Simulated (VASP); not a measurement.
Set up this calculation in VASP 6.6.1, as the native input.

```yaml
Task: single point
Functional: PBEsol
Potentials_or_basis: VASP PAW PBE potentials, release 64 (Si, O)
Cutoff: 520 eV
k_mesh: 6 × 6 × 4
Occupations: gaussian, width 0.05 eV
Spin: no spin polarisation
Dipole_correction: no
Further_INCAR_settings: ALGO = Normal; EDIFF = 1e-06; NBANDS = 34
```

The structure of SiO2 lies in POSCAR:

```
SiO2
1.0
    4.7754093704      0.0000000000      0.0000000000
   -2.3877046852      4.1356258282      0.0000000000
    0.0000000000      0.0000000000      5.5583697557
Si O
3 6
Direct
    0.0000000000      0.5000000000      0.3333333333
    0.5000000000      0.5000000000      0.6666666667
    0.5000000000      0.0000000000      0.0000000000
    0.5845091965      0.7922545982      0.8333333333
    0.7922545982      0.5845091965      0.5000000000
    0.7922545982      0.2077454018      0.1666666667
    0.4154908035      0.2077454018      0.8333333333
    0.2077454018      0.4154908035      0.5000000000
    0.2077454018      0.7922545982      0.1666666667
```

This cell differs from its parent crystal: strain -0.0600 x Voigt [1, 1, 0, 0, 0, 0].

One way to write it, as run:

INCAR

```
  PREC = Accurate
  ENCUT = 520
  EDIFF = 1E-6
  ISMEAR = 0
  SIGMA = 0.05
  LREAL = False
  LASPH = True
  NELM = 60
  ALGO = Normal
  ISIF = 2
  LWAVE = False
  LCHARG = True
  GGA = PS
  LELF = True
  LVHAR = True
  NBANDS = 34
```

KPOINTS

```
Automatic mesh
0
Gamma
  6 6 4
```

Potentials or basis: VASP PAW PBE potentials, release 64 (Si, O).

Command:

```sh
$ cat potpaw_PBE.64/Si/POTCAR potpaw_PBE.64/O/POTCAR > POTCAR
$ mpirun -np 1 vasp_std > vasp.out
```

It gave:

```
Pressure               : 28.7 GPa
Largest force          : 1.215 eV/Å
Band gap on the k mesh : 5.98 eV, indirect (least direct gap 6.08 eV)
```

Caveat: the cell differs from its parent crystal (strain -0.0600 x Voigt [1, 1, 0, 0, 0, 0]); the PAW data sets were made with another functional, which shifts forces and pressure a little.

It took 28 s on 1 thread of Intel(R) Xeon(R) 6975P-C (Granite Rapids), on a shared host, peak memory 0.24 GiB.
